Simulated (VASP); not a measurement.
Wanted: the native input for a VASP 6.6.1 run.

```yaml
Task: single point
Functional: r2SCAN
Potentials_or_basis: VASP PAW PBE potentials, release 64 (Ta_pv)
Cutoff: 520 eV
k_mesh: 11 × 11 × 1
Occupations: gaussian, width 0.1 eV
Spin: no spin polarisation
Dipole_correction: yes
Further_INCAR_settings: ALGO = Normal; EDIFF = 1e-06; NBANDS = 48
```

Ta, a slab with vacuum:

```
Ta
1.0
     3.30457    0.00000    0.00000
     0.00000    3.30457    0.00000
     0.00000    0.00000   24.91372
Ta
7
Direct
  0.50000 0.50000 0.30104
  0.00000 0.00000 0.36736
  0.50000 0.50000 0.43368
  0.00000 0.00000 0.50000
  0.50000 0.50000 0.56632
  0.00000 0.00000 0.63264
  0.50000 0.50000 0.69896
```

One way to write it, as run:

POSCAR

```
Ta
1.0
    3.3045733232      0.0000000000      0.0000000000
    0.0000000000      3.3045733232      0.0000000000
    0.0000000000      0.0000000000     24.9137199697
Ta
7
Direct
    0.5000000000      0.5000000000      0.3010389460
    0.0000000000      0.0000000000      0.3673592973
    0.5000000000      0.5000000000      0.4336796487
    0.0000000000      0.0000000000      0.5000000000
    0.5000000000      0.5000000000      0.5663203513
    0.0000000000      0.0000000000      0.6326407027
    0.5000000000      0.5000000000      0.6989610540
```

INCAR.step1

```
SYSTEM = Ta
ALGO = Normal ; DIPOL = 0.5 0.5 0.500
EDIFF = 1E-4 ; ENCUT = 520
GGA = PE ; IDIPOL = 3
ISMEAR = 0 ; LASPH = .True.
LCHARG = .False. ; LDIPOL = .True.
LREAL = .False. ; LWAVE = .True.
NBANDS = 48 ; NELM = 80
PREC = Accurate ; SIGMA = 0.1
```

INCAR.step2

```
SYSTEM = Ta
ALGO = Normal ; DIPOL = 0.5 0.5 0.500
EDIFF = 1E-6 ; ENCUT = 520
IDIPOL = 3 ; ISIF = 2
ISMEAR = 0 ; ISTART = 1
LASPH = .True. ; LCHARG = .True.
LDIPOL = .True. ; LELF = .True.
LMIXTAU = .True. ; LREAL = .False.
LVACPOTAV = .True. ; LVHAR = .True.
LWAVE = .False. ; METAGGA = R2SCAN
NBANDS = 48 ; NELM = 80
PREC = Accurate ; SIGMA = 0.1
```

KPOINTS

```
k-points
0
Gamma
  11 11 1
  0 0 0
```

Potentials or basis: VASP PAW PBE potentials, release 64 (Ta_pv).

The run is started by

```bash
$ cat potpaw_PBE.64/Ta_pv/POTCAR > POTCAR
$ cp INCAR.step1 INCAR
$ mpirun -np 1 vasp_std > vasp.out
$ cp INCAR.step2 INCAR
$ mpirun -np 1 vasp_std > vasp.out
```

Results of the run:

The largest force is 1.391 eV/Å. The band gap on the k mesh is zero (an odd number of electrons rules out a gap without spin polarisation).

Caveat: the PAW data sets were made with another functional, which shifts forces and pressure a little; spin-orbit coupling is left out, which moves the levels of the heavy elements.

Wall time 18 min on 1 thread of Intel(R) Xeon(R) 6975P-C (Granite Rapids), with other jobs on the host, peak memory 0.5 GiB.
